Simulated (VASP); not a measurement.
Wanted: the native input for a VASP 6.6.1 run.

| Item | Value |
| --- | --- |
| Task | single point |
| Functional | BLYP |
| Potentials or basis | VASP PAW PBE potentials, release 64 (Mn_pv) |
| Cutoff | 520 eV |
| k mesh | 11 × 11 × 11 |
| Occupations | fermi-dirac, width 0.05 eV |
| Spin | collinear spin, antiferromagnetic start |
| Starting moments | [3.0, -3.0] μB |
| Dipole correction | no |
| Further INCAR settings | ALGO = Normal; EDIFF = 1e-06; NBANDS = 24 |

The structure of Mn lies in POSCAR:

```
Mn
1.0
    0.0000000000      2.6010917251      2.6010917251
    2.6010917251      0.0000000000      2.6010917251
    2.6010917251      2.6010917251      0.0000000000
Mn
2
Direct
    0.1250000000      0.1250000000      0.1250000000
    0.8750000000      0.8750000000      0.8750000000
```

This isn't the form of Mn at room conditions, which is a 58-atom cubic cell.

These files were run (other wordings do the same):

INCAR

```
SYSTEM = Mn
  PREC = Accurate
  ENCUT = 520
  EDIFF = 1E-6
  ISMEAR = -1
  SIGMA = 0.05
  LREAL = .False.
  LASPH = .True.
  NELM = 150
  ALGO = Normal
  ISIF = 2
  LWAVE = .False.
  LCHARG = .False.
  ISPIN = 2
  MAGMOM = 3 -3
  LORBIT = 11
  LMAXMIX = 4
  GGA = B5
  ALDAX = 1.0
  AGGAX = 1.0
  AGGAC = 1.0
  ALDAC = 0.0
  NBANDS = 24
```

KPOINTS

```
Automatic mesh
0
Gamma
  11 11 11
  0 0 0
```

Potentials or basis: VASP PAW PBE potentials, release 64 (Mn_pv).

Launch:

```bash
$ cat potpaw_PBE.64/Mn_pv/POTCAR > POTCAR
$ mpirun -np 1 vasp_std > vasp.out
```

Results of the run:

```json
{
 "Pressure": "0.4 GPa",
 "Band gap on the k mesh": "zero (filled and empty bands overlap)",
 "Net moment": "0.00 μB per cell",
 "Site moments": "Mn +2.24, -2.24 μB",
 "Valence electrons inside the program's atomic spheres": "Mn 11.86"
}
```

Caveat: the PAW data sets were made with another functional, which shifts forces and pressure a little.

Wall time 42 s on 1 thread of Intel(R) Xeon(R) 6975P-C (Granite Rapids), with other jobs on the host, peak memory 0.2 GiB.
